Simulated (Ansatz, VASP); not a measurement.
## BiS: VASP beside Ansatz

File INCAR:

```
PREC = Accurate
ENCUT = 520
EDIFF = 1E-6
ISMEAR = -1
SIGMA = 0.05
LREAL = F
LASPH = T
NELM = 80
ALGO = Normal
ISIF = 2
LWAVE = F
LCHARG = F
GGA = PE
NBANDS = 18
```

KPOINTS

```
regular mesh
0
Gamma
  8 8 8
```

Contents of POSCAR:

```
BiS
1.0
    2.0807637151      1.2013294865      3.4531777957
   -2.0807637151      1.2013294865      3.4531777957
    0.0000000000     -2.4026589828      3.4531777957
Bi S
1 1
Direct
    0.0000000000      0.0000000000      0.0000000000
    0.5000000000      0.5000000000      0.5000000000
```

File input.yaml:

```yaml
crystal:
  lattice:
    - [2.0807637151, 1.2013294865, 3.4531777957]
    - [-2.0807637151, 1.2013294865, 3.4531777957]
    - [0.0, -2.4026589828, 3.4531777957]
  atoms:
    - { symbol: Bi, position: [0.0, 0.0, 0.0] }
    - { symbol: S, position: [0.5, 0.5, 0.5] }
kpoints:
  mp_grid: { grid: [8, 8, 8] }
scf:
  occupations: { method: fermi_dirac, width: 0.05 }
hamiltonian:
  xc: pbe
  pseudopotentials: { kind: all_electron, lapw: { basis_error: 0.0005 } }
output:
  forces: true
  stress: true
  eigenvalues: true
```

Change from the starting cell: volume scaled by 0.96.

Alike in both runs: task single point; functional PBE; k mesh 8 × 8 × 8; occupations fermi-dirac, width 0.05 eV; no spin polarisation.

|  | VASP | Ansatz |
| --- | --- | --- |
| version | VASP 6.6.1 | Ansatz 0.2.0 |
| potentials or method | VASP PAW PBE potentials, release 64 (Bi_d, S), cutoff 520 eV | all-electron LAPW, scalar-relativistic |

VASP gave:

| Property | Result |
| --- | --- |
| gap on the k mesh at the Fermi level (eV) | none |
| pressure (GPa) | 1.1 |
| traceless stress, the component that is largest in VASP (GPa) | 0.47 |

Q: Which values does Ansatz return?

A: gap on the k mesh at the Fermi level (eV): none; pressure (GPa): 1.2; traceless stress, the component that is largest in VASP (GPa): 0.47.

A gap of «none» marks a metal or a gap that the smearing closes. Ansatz ran all-electron here, and VASP with PAW potentials.

Neither program's run includes spin-orbit coupling.
